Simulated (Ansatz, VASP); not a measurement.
TaN: VASP beside Ansatz

Contents of INCAR:

```
SYSTEM = TaN
ALGO = Normal
EDIFF = 1E-6
EDIFFG = -0.04
ENCUT = 600
GGA = PE
IBRION = 2
ISIF = 3
ISMEAR = 0
LASPH = .True.
LCHARG = .False.
LREAL = .False.
LWAVE = .False.
NELM = 100
NSW = 90
PREC = Accurate
SIGMA = 0.1
```

KPOINTS

```
k-points
0
Gamma
  6 6 6
  0 0 0
```

Contents of POSCAR:

```
TaN
1.0
    1.5513620200      0.8956792800      4.9630998800
   -1.5513620200      0.8956792800      4.9630998800
    0.0000000000     -1.7913585600      4.9630998800
Ta N
2 2
Direct
    0.5000000000      0.5000000000      0.5000000000
    0.0000000000      0.0000000000      0.0000000000
    0.2586112400      0.2586112400      0.2586112400
    0.7413887600      0.7413887600      0.7413887600
```

Input for Ansatz:

```yaml
crystal:
  lattice:
    - [1.55136202, 0.89567928, 4.96309988]
    - [-1.55136202, 0.89567928, 4.96309988]
    - [0.0, -1.79135856, 4.96309988]
  atoms:
    - { symbol: Ta, position: [0.5, 0.5, 0.5] }
    - { symbol: Ta, position: [0.0, 0.0, 0.0] }
    - { symbol: "N", position: [0.25861124, 0.25861124, 0.25861124] }
    - { symbol: "N", position: [0.74138876, 0.74138876, 0.74138876] }
basis:
  ecutwfc: 420
kpoints:
  mp_grid: { grid: [6, 6, 6] }
hamiltonian:
  xc: pbe
scf:
  occupations: { method: gaussian, width: 0.1 }
  lower_state_search: "off"
output:
  forces: true
  stress: true
  eigenvalues: true
relax:
  adjacent_minimum: "off"
  f_tol: 0.04
  max_steps: 70
  cell: { stress_tol: 0.4 }
```

Alike in both runs: task relaxation of cell and atoms; functional PBE; k mesh 6 × 6 × 6; occupations gaussian, width 0.1 eV; no spin polarisation.

```csv
,VASP,Ansatz
version,VASP 6.6.1,Ansatz 0.2.0
potentials or method,"VASP PAW PBE potentials, release 64 (Ta_pv, N), cutoff 600 eV","scalar-relativistic, plane waves, PAW"
valence electrons in the cell,32,36
```

|  | VASP | Ansatz | Ansatz less VASP |
| --- | --- | --- | --- |
| gap on the k mesh at the Fermi level, each at its own relaxed structure (eV) | none | none | - |
| relaxed volume (Å³/atom) | 10.80 | 10.77 | -0.024 |
| relaxed length of the cell vector where the two differ most in proportion (Å) | 5.366 | 5.352 | -0.0133 |

A gap of «none» marks a metal or a gap that the smearing closes. VASP's potentials hold 32 valence electrons a cell and Ansatz's 36, so a difference there can come from the potentials and not from the codes.

The k mesh is coarse, so the values compare programs but aren't converged. Neither program's run includes spin-orbit coupling. Noted on VASP's run: too few bands were computed for a metal, which touches its energy and stress.
